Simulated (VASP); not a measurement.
Input of a VASP 6.6.1 run:

Contents of INCAR:

```
  ALGO = Normal
  EDIFF = 1E-6
  EDIFFG = -0.01
  ENCUT = 600
  GGA = PS
  IBRION = 2
  ISIF = 3
  ISMEAR = -1
  LASPH = T
  LCHARG = F
  LREAL = F
  LWAVE = F
  NELM = 60
  NSW = 80
  PREC = Accurate
  SIGMA = 0.05
```

KPOINTS

```
k-points
0
Gamma
  10 10 10
```

POSCAR

```
Ir
1.0
    0.0000000000      1.9156000000      1.9156000000
    1.9156000000      0.0000000000      1.9156000000
    1.9156000000      1.9156000000      0.0000000000
Ir
1
Direct
    0.0000000000      0.0000000000      0.0000000000
```

Potentials or basis: VASP PAW PBE potentials, release 64 (Ir).

Run with:

```console
$ cat potpaw_PBE.64/Ir/POTCAR > POTCAR
$ mpirun -np 1 vasp_std > vasp.out
```

Question: What does it give for the space group after relaxing (to 0.05 Å)?

Answer: Fm-3m (No. 225).

Question: Estimate the relaxed cell.

Answer: a = 2.711 Å, b = 2.711 Å, c = 2.711 Å, α = 60.00°, β = 60.00°, γ = 60.00°.

Final structure:
```
Ir
1.0
     0.00000    1.91696    1.91696
     1.91696    0.00000    1.91696
     1.91696    1.91696    0.00000
Ir
1
Direct
  0.00000 0.00000 0.00000
```
